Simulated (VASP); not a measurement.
# BaTiO3 (Amm2) in VASP: a series of runs

The runs below take BaTiO3 through single point, with PBEsol.

Everything below comes from runs of VASP 6.6.1. Logs are shortened: lines on timing, memory, paths and dates and some standing lists are left out, and cuts for length are marked.

### Step 1. The cell of the first run

The typed cell holds 5 atoms: a = 3.852 Å, b = 3.852 Å, c = 3.852 Å, α = 90.00°, β = 90.00°, γ = 90.00°.

### Step 2. Single point, PBEsol

The input, INCAR:

```
SYSTEM = BaTiO3
  PREC = Accurate
  ENCUT = 520
  EDIFF = 1E-6
  ISMEAR = 0
  SIGMA = 0.01
  LREAL = .False.
  LASPH = .True.
  NELM = 80
  ALGO = Normal
  ISIF = 2
  LWAVE = .False.
  LCHARG = .False.
  GGA = PS
  NBANDS = 28
```

The input, KPOINTS:

```
Automatic mesh
0
Gamma
  4 4 4
  0 0 0
```

The input, POSCAR:

```
BaTiO3
1.0
    3.8522196382      0.0000000000      0.0000000000
    0.0000000000      3.8521433134     -0.0056558202
    0.0000000000      0.0055303453      3.8521434956
Ba Ti O
1 1 3
Direct
    0.0000000000     -0.0004872711     -0.0004872711
    0.5000000000      0.4998914709      0.4998914709
    0.0000000000      0.4991592376      0.4991592376
    0.5000000000      0.4991245685      0.9991919942
    0.5000000000      0.9991919942      0.4991245685
```

Potentials or basis: VASP PAW PBE potentials, release 64 (Ba_sv, Ti_sv, O).

Run with:

```console
cat potpaw_PBE.64/Ba_sv/POTCAR potpaw_PBE.64/Ti_sv/POTCAR potpaw_PBE.64/O/POTCAR > POTCAR
mpirun -np 1 vasp_std > vasp.out
```

OUTCAR:

```text
SYSTEM = BaTiO3
   PREC = Accurate
   ENCUT = 520
   EDIFF = 1E-6
   ISMEAR = 0
   LREAL = .False.
   LASPH = .True.
   NELM = 80
   ISIF = 2
   GGA = PS

 ion  position               nearest neighbor table
   1  0.000  1.000  1.000-   3 2.72   4 2.72   4 2.72   5 2.72   5 2.72   3 2.72   3 2.72   4 2.72
                             4 2.72   5 2.72   5 2.72   3 2.73   2 3.33   2 3.33   2 3.34   2 3.34
   2  0.500  0.500  0.500-   5 1.92   4 1.92   3 1.93   3 1.93   5 1.93   4 1.93   1 3.33   1 3.33
                             1 3.34   1 3.34   1 3.34   1 3.34   1 3.34   1 3.34
   3  0.000  0.499  0.499-   2 1.93   2 1.93   1 2.72   1 2.72   1 2.72   1 2.73
   4  0.500  0.499  0.999-   2 1.92   2 1.93   1 2.72   1 2.72   1 2.72   1 2.72
   5  0.500  0.999  0.499-   2 1.92   2 1.93   1 2.72   1 2.72   1 2.72   1 2.72

  LATTYP: Found a base centered orthorhombic cell.
 ALAT       =     5.4476704649
 B/A-ratio  =     1.0000325733
 C/A-ratio  =     0.7071315460

  Lattice vectors:

 A1 = (   0.0000000000,   3.8521433134,  -0.0056558202)
 A2 = (   0.0000000000,   0.0055303453,   3.8521434956)
 A3 = (   3.8522196382,   0.0000000000,   0.0000000000)

Analysis of symmetry for initial positions (statically):
=====================================================================
 Subroutine PRICEL returns:
 Original cell was already a primitive cell.

 Routine SETGRP: Setting up the symmetry group for a
 base centered orthorhombic supercell.

 Subroutine GETGRP returns: Found  4 space group operations
 (whereof  4 operations were pure point group operations)
 out of a pool of  8 trial point group operations.

The static configuration has the point symmetry C_2v.

Analysis of symmetry for dynamics (positions and initial velocities):
=====================================================================
 Subroutine PRICEL returns:
 Original cell was already a primitive cell.

 Routine SETGRP: Setting up the symmetry group for a
 base centered orthorhombic supercell.

 Subroutine GETGRP returns: Found  4 space group operations
 (whereof  4 operations were pure point group operations)
 out of a pool of  8 trial point group operations.

The dynamic configuration has the point symmetry C_2v.

 Subroutine INISYM returns: Found  4 space group operations
 (whereof  4 operations are pure point group operations),
 and found     1 'primitive' translations

----------------------------------------------------------------------------------------

                                     Primitive cell

  volume of cell :      57.1632

  direct lattice vectors                    reciprocal lattice vectors
     3.852219638  0.000000000  0.000000000     0.259590598  0.000000000  0.000000000
     0.000000000  3.852143313 -0.005655820     0.000000000  0.259595194 -0.000372689
     0.000000000  0.005530345  3.852143496     0.000000000  0.000381145  0.259595182

  length of vectors
     3.852219638  3.852147465  3.852147465     0.259590598  0.259595462  0.259595462

  position of ions in fractional coordinates (direct lattice)
     0.000000000  0.999512729  0.999512729
     0.500000000  0.499891471  0.499891471
     0.000000000  0.499159238  0.499159238
     0.500000000  0.499124569  0.999191994
     0.500000000  0.999191994  0.499124569

  ion indices of the primitive-cell ions
   primitive index   ion index
                 1           1
                 2           2
                 3           3
                 4           4
                 5           5

----------------------------------------------------------------------------------------

 KPOINTS: Automatic mesh

Automatic generation of k-mesh.
 Grid dimensions read from file:
 generate k-points for:    4    4    4

 Generating k-lattice:

  Cartesian coordinates                     Fractional coordinates (reciprocal lattice)
     0.064897650  0.000000000  0.000000000     0.250000000  0.000000000  0.000000000
     0.000000000  0.064898799 -0.000093172     0.000000000  0.250000000 -0.000000000
     0.000000000  0.000095286  0.064898796     0.000000000  0.000000000  0.250000000

  Length of vectors
     0.064897650  0.064898865  0.064898865

  Shift w.r.t. Gamma in fractional coordinates (k-lattice)
     0.000000000  0.000000000  0.000000000

 Subroutine IBZKPT returns following result:
 ===========================================

 Found     21 irreducible k-points:

 Following reciprocal coordinates:
            Coordinates               Weight
  0.000000  0.000000  0.000000      1.000000
  0.250000  0.000000  0.000000      2.000000
  0.500000  0.000000  0.000000      1.000000
  0.000000  0.250000  0.000000      4.000000
  0.250000  0.250000  0.000000      8.000000
  0.500000  0.250000  0.000000      4.000000
[... 13 lines left out ...]
  0.250000  0.500000  0.500000      2.000000
  0.500000  0.500000  0.500000      1.000000
   k-points           NKPTS =     21   k-points in BZ     NKDIM =     21   number of bands    NBANDS=     28
   number of dos      NEDOS =    301   number of ions     NIONS =      5
   total plane-waves  NPLWV =  27000
   dimension x,y,z NGX =    30 NGY =   30 NGZ =   30
   dimension x,y,z NGXF=    60 NGYF=   60 NGZF=   60
   ions per type =               1   1   3
   NGX,Y,Z   is equivalent  to a cutoff of  12.95, 12.95, 12.95 a.u.
   NGXF,Y,Z  is equivalent  to a cutoff of  25.89, 25.89, 25.89 a.u.
 SYSTEM =  BaTiO3
   PREC   = accura    normal or accurate (medium, high low for compatibility)
   ISTART =      0    job   : 0-new  1-cont  2-samecut
   ICHARG =      2    charge: 1-file 2-atom 10-const
   ISPIN  =      1    spin polarized calculation?
   LNONCOLLINEAR =      F non collinear calculations
   LSORBIT =      F    spin-orbit coupling
   LASPH  =      T    aspherical Exc in radial PAW
   ENCUT  =  520.0 eV  38.22 Ry    6.18 a.u.   7.16  7.16  7.16*2*pi/ulx,y,z
   NELM   =     80;   NELMIN=  2; NELMDL= -5     # of ELM steps
   EDIFF  = 0.1E-05   stopping-criterion for ELM
   LREAL  =      F    real-space projection
   EDIFFG = 0.1E-04   stopping-criterion for IOM
   NSW    =      0    number of steps for IOM
   IBRION =     -1    ionic relax: 0-MD 1-quasi-New 2-CG
   NFREE  =      0    steps in history (QN), initial steepest desc. (CG)
   ISIF   =      2    stress and relaxation
   ISYM   =      2    0-nonsym 1-usesym 2-fastsym
   POTIM  = 0.5000    time-step for ionic-motion
   TEBEG  =    0.0;   TEEND  =   0.0 temperature during run
   PSTRESS=    0.0 pullay stress
   NELECT =      40.0000    total number of electrons
   NUPDOWN=      -1.0000    fix difference up-down
   EMIN   =  10.00;   EMAX   =-10.00  energy-range for DOS
   EFERMI =   0.00;   METHOD = LEGACY
   ISMEAR =     0;   SIGMA  =   0.01  broadening in eV -4-tet -1-fermi 0-gaus
   EFERMI_NEDOS =   21; number of points for ismear=-14 and -15
   IALGO  =     38    algorithm
   IMIX   =      4    mixing-type and parameters
     AMIX     =   0.40;   BMIX     =  1.00
     AMIX_MAG =   1.60;   BMIX_MAG =  1.00
  volume/ion in A,a.u.               =      11.43        77.15
  Fermi-wavevector in a.u.,A,eV,Ry     =   1.453414  2.746553 28.741097  2.112411
  Thomas-Fermi vector in A             =   2.570683
   LORBIT       =      0    0 simple, 1 ext, 2 COOP (PROOUT), +10 PAW based schemes
   GGA     = PS    functional components
   LHFCALC =     F    Hartree Fock is set to
   AEXX    =    0.0000 exact exchange contribution
   IVDW    =     0    specifies the selected vdW correction
   LEPSILON=     F    determine dielectric tensor
   LRPA    =     F    only Hartree local field effects (RPA)
 non-spin polarized calculation
 Gauss-broadening in eV      SIGMA  =   0.01
  energy-cutoff  :      520.00
  volume of cell :       57.16
 maximum number of plane-waves:      1568
 NGX is ok and might be reduce to    30
   NGX = 15   NGY = 15   NGZ = 15

 number of electron      40.0000029 magnetization

 Free energy of the ion-electron system (eV)
  ---------------------------------------------------
  ext. energy  EPLUGINS =         0.00000000
  ---------------------------------------------------
  free energy    TOTEN  =       -41.56126202 eV

  energy without entropy =      -41.56126202  energy(sigma->0) =      -41.56126202

 E-fermi :   4.6821     XC(G=0): -12.1330

 val. band max:        4.6349377730   @ k =   0.5000   0.5000   0.5000
 cond. band min:       6.5205479816   @ k =   0.0000   0.0000   0.0000
 fundamental gap:      1.8856102085
 Fermi energy:         4.6820678417

 k-point     1 :       0.0000    0.0000    0.0000
  band No.  band energies     occupation
      1     -51.2617      2.00000
      2     -27.6632      2.00000
      3     -27.6632      2.00000
      4     -27.6632      2.00000
      5     -19.9358      2.00000
      6     -12.4094      2.00000
[... 20 lines left out ...]
     27       9.7168      0.00000
     28      13.1713      0.00000

 k-point     2 :       0.2500    0.0000    0.0000
  band No.  band energies     occupation
      1     -51.2606      2.00000
      2     -27.7116      2.00000
      3     -27.6612      2.00000
      4     -27.6612      2.00000
      5     -19.8236      2.00000
      6     -12.6223      2.00000
[... 20 lines left out ...]
     27      11.0603      0.00000
     28      13.5077      0.00000

 k-point     3 :       0.5000    0.0000    0.0000
  band No.  band energies     occupation
      1     -51.2596      2.00000
      2     -27.7592      2.00000
      3     -27.6593      2.00000
      4     -27.6592      2.00000
      5     -19.7054      2.00000
      6     -12.9338      2.00000
[... 20 lines left out ...]
     27      12.7916      0.00000
     28      13.2327      0.00000

 k-point     4 :       0.0000    0.2500    0.0000
  band No.  band energies     occupation
      1     -51.2606      2.00000
      2     -27.7116      2.00000
      3     -27.6612      2.00000
      4     -27.6612      2.00000
      5     -19.8236      2.00000
      6     -12.6222      2.00000
[... 485 lines left out ...]
     27      13.6713      0.00000
     28      15.4039      0.00000

 k-point    20 :       0.2500    0.5000    0.5000
  band No.  band energies     occupation
      1     -51.2565      2.00000
      2     -27.7488      2.00000
      3     -27.7487      2.00000
      4     -27.7011      2.00000
      5     -19.5201      2.00000
      6     -11.7947      2.00000
[... 20 lines left out ...]
     27      13.3541      0.00000
     28      13.6775      0.00000

 k-point    21 :       0.5000    0.5000    0.5000
  band No.  band energies     occupation
      1     -51.2555      2.00000
      2     -27.7462      2.00000
      3     -27.7461      2.00000
      4     -27.7461      2.00000
      5     -19.4622      2.00000
      6     -11.3698      2.00000
[... 20 lines left out ...]
     27      13.6717      0.00000
     28      13.6722      0.00000

------------------------ aborting loop because EDIFF is reached ----------------------------------------

  FORCE on cell =-STRESS in cart. coord.  units (eV):
  Direction    XX          YY          ZZ          XY          YZ          ZX
  --------------------------------------------------------------------------------------
  -------------------------------------------------------------------------------------
  Total        8.1021342      8.1050233      8.1050128      0.0000000      0.0018105      0.0000000
  in kB      227.0874667    227.1684422    227.1681475      0.0000000      0.0507439      0.0000000
  external PRESSURE =     227.1413522 kB  Pullay stress =       0.0000000 kB

 VOLUME and BASIS-vectors are now :
 -----------------------------------------------------------------------------
  energy-cutoff  :      520.00
  volume of cell :       57.16
      direct lattice vectors                 reciprocal lattice vectors
     3.852219638  0.000000000  0.000000000     0.259590598  0.000000000  0.000000000
     0.000000000  3.852143313 -0.005655820     0.000000000  0.259595194 -0.000372689
     0.000000000  0.005530345  3.852143496     0.000000000  0.000381145  0.259595182

 POSITION                                       TOTAL-FORCE (eV/Angst)
 -----------------------------------------------------------------------------------
      0.00000      3.85579      3.84461         0.000000     -0.000879     -0.000877
      1.92611      1.92842      1.92283         0.000000     -0.001088     -0.001084
      0.00000      1.92559      1.92001         0.000000      0.000272      0.000271
      1.92611      1.92823      3.84621         0.000000      0.000895      0.000797
      1.92611      3.85179      1.91705         0.000000      0.000800      0.000893
 -----------------------------------------------------------------------------------
    total drift:                                0.000000      0.000247      0.000245

  FREE ENERGIE OF THE ION-ELECTRON SYSTEM (eV)
  ---------------------------------------------------
  free  energy   TOTEN  =       -41.5612620166 eV

  energy  without entropy=      -41.5612620166  energy(sigma->0) =      -41.56126202
```

Run time: 39 s. Hardware: 1 thread of Intel Xeon 8259CL, shared host; peak memory 0.19 GiB.

Results:

- Free energy: -41.5613 eV
- Pressure: 22.7 GPa
- Band gap on the k mesh: 1.89 eV (least direct gap 1.89 eV)

Levels at points of the mesh, in eV from the valence-band top:
```
           k point  band 17  band 18  band 19  band 20  band 21  band 22  band 23  band 24
(0.00, 0.00, 0.00)    -1.31    -0.01    -0.01    -0.01     1.89     1.89     1.89     4.69
(0.50, 0.00, 0.00)    -1.98    -1.98    -0.69    -0.69     2.11     4.07     4.07     4.77
(0.00, 0.50, 0.00)    -1.98    -1.98    -0.69    -0.69     2.11     4.07     4.07     4.77
(0.50, 0.50, 0.00)    -1.66    -0.78    -0.78    -0.11     4.09     4.09     4.54     5.79
(0.00, 0.50, 0.50)    -1.66    -0.78    -0.78    -0.11     4.09     4.09     4.54     5.79
(0.50, 0.50, 0.50)    -2.31     0.00     0.00     0.00     4.91     4.91     4.91     7.17
```

Caveat: the cell stands under pressure; the PAW data sets were made with another functional, which shifts forces and pressure a little; spin-orbit coupling is left out, which moves the levels of the heavy elements.

### Step 3. Single point, PBEsol

This run uses another cell than the first one, of 11.94 Å³/atom.

The input, INCAR:

```
ALGO = Normal
EDIFF = 1E-6
ENCUT = 520
GGA = PS
ISIF = 2
ISMEAR = 0
LASPH = True
LCHARG = True
LELF = True
LREAL = False
LVHAR = True
LWAVE = False
NBANDS = 28
NELM = 100
PREC = Accurate
SIGMA = 0.01
```

The input, KPOINTS:

```
k-points
0
Gamma
  4 4 4
```

The input, POSCAR:

```
BaTiO3
1.0
    3.8989958079      0.0000000000      0.0000000000
    0.0000000000      3.9137769748     -0.0043112393
    0.0000000000      0.0070538969      3.9137729926
Ba Ti O
1 1 3
Direct
    0.0000000000      0.0030895314      0.0030895314
    0.5000000000      0.5113973676      0.5113973676
    0.0000000000      0.4943030789      0.4943030789
    0.5000000000      0.4948758244      0.9932141976
    0.5000000000      0.9932141976      0.4948758244
```

Potentials or basis: VASP PAW PBE potentials, release 64 (Ba_sv, Ti_sv, O).

Run with:

```console
cat potpaw_PBE.64/Ba_sv/POTCAR potpaw_PBE.64/Ti_sv/POTCAR potpaw_PBE.64/O/POTCAR > POTCAR
mpirun -np 1 vasp_std > vasp.out
```

Wall time 53 s (1 thread of Intel Xeon 8259CL, shared host); peak memory 0.19 GiB.

The run converged. Its results:

```
Free energy            : -41.8392 eV
Pressure               : 12.4 GPa
Largest force          : 0.030 eV/Å
Band gap on the k mesh : 1.94 eV (least direct gap 2.08 eV)
```

Forces in eV/Å, atoms in the order of the input:
```
Ba   0.000 -0.017 -0.017
Ti   0.000 -0.021 -0.021
O    0.000  0.009  0.009
O    0.000  0.009  0.021
O    0.000  0.021  0.008
```

Levels at points of the mesh, in eV from the valence-band top:
| k point | band 16 | band 17 | band 18 | band 19 | band 20 | band 21 | band 22 | band 23 | band 24 | band 25 |
| --- | --- | --- | --- | --- | --- | --- | --- | --- | --- | --- |
| (0.00, 0.00, 0.00) | -1.30 | -1.24 | -0.20 | -0.19 | -0.14 | 1.94 | 2.02 | 2.06 | 4.54 | 4.56 |
| (0.50, 0.00, 0.00) | -2.17 | -1.92 | -1.84 | -0.87 | -0.79 | 2.25 | 3.88 | 3.94 | 4.57 | 6.65 |
| (0.00, 0.50, 0.00) | -2.11 | -1.95 | -1.89 | -0.78 | -0.73 | 2.17 | 3.91 | 3.92 | 4.56 | 6.70 |
| (0.50, 0.50, 0.00) | -3.00 | -1.69 | -0.84 | -0.84 | -0.10 | 3.93 | 3.94 | 4.35 | 5.41 | 8.18 |
| (0.00, 0.50, 0.50) | -3.02 | -1.67 | -0.84 | -0.82 | -0.14 | 3.92 | 3.93 | 4.33 | 5.49 | 8.17 |
| (0.50, 0.50, 0.50) | -2.36 | -2.35 | -0.04 | -0.01 | 0.00 | 4.64 | 4.65 | 4.69 | 6.90 | 6.95 |

Caveat: the cell stands under pressure; the PAW data sets were made with another functional, which shifts forces and pressure a little; spin-orbit coupling is left out, which moves the levels of the heavy elements. A k mesh can miss the band edges.

(Part 1 of 2 ends here.)
